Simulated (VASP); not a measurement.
Input of a VASP 6.6.1 run:

File INCAR:

```
SYSTEM = BN
PREC     = Accurate       ! precision mode
ENCUT    = 520            ! plane-wave cutoff, eV
EDIFF    = 1E-7           ! SCF threshold, eV
ISMEAR   = -1             ! smearing method
SIGMA    = 0.05           ! smearing width, eV
LREAL    = .FALSE.        ! projectors in reciprocal space
LASPH    = .TRUE.         ! aspherical terms in the spheres
NELM     = 100            ! most SCF steps
ALGO     = Normal         ! electronic algorithm
ISIF     = 2              ! what is computed and relaxed
LWAVE    = .FALSE.        ! write WAVECAR
LCHARG   = .FALSE.        ! write CHGCAR
GGA      = CA             ! functional
NBANDS   = 11             ! bands
```

File KPOINTS:

```
regular mesh
0
G
  13 13 13
  0 0 0
```

POSCAR

```
BN
1.0
    0.0000000000      3.4953158300      2.1660912400
    1.2516321000      0.0000000000      2.1660912400
    1.2516321000      3.4953158300      0.0000000000
N B
1 1
Direct
    0.6666513400      0.6666513400      0.3333486600
    0.0000486500      0.0000486500      0.9999513500
```

Potentials or basis: VASP PAW LDA potentials, release 64 (N, B).

Launch:

```console
$ cat potpaw_LDA.64/N/POTCAR potpaw_LDA.64/B/POTCAR > POTCAR
$ mpirun -np 1 vasp_std > vasp.out
```

(1) What does it give for the largest force?

(2) Predict the pressure.

(3) Predict the band gap on the k mesh.

Answers

(1) 0.011 eV/Å.

(2) -3.8 GPa.

(3) 3.69 eV, indirect (least direct gap 4.51 eV).
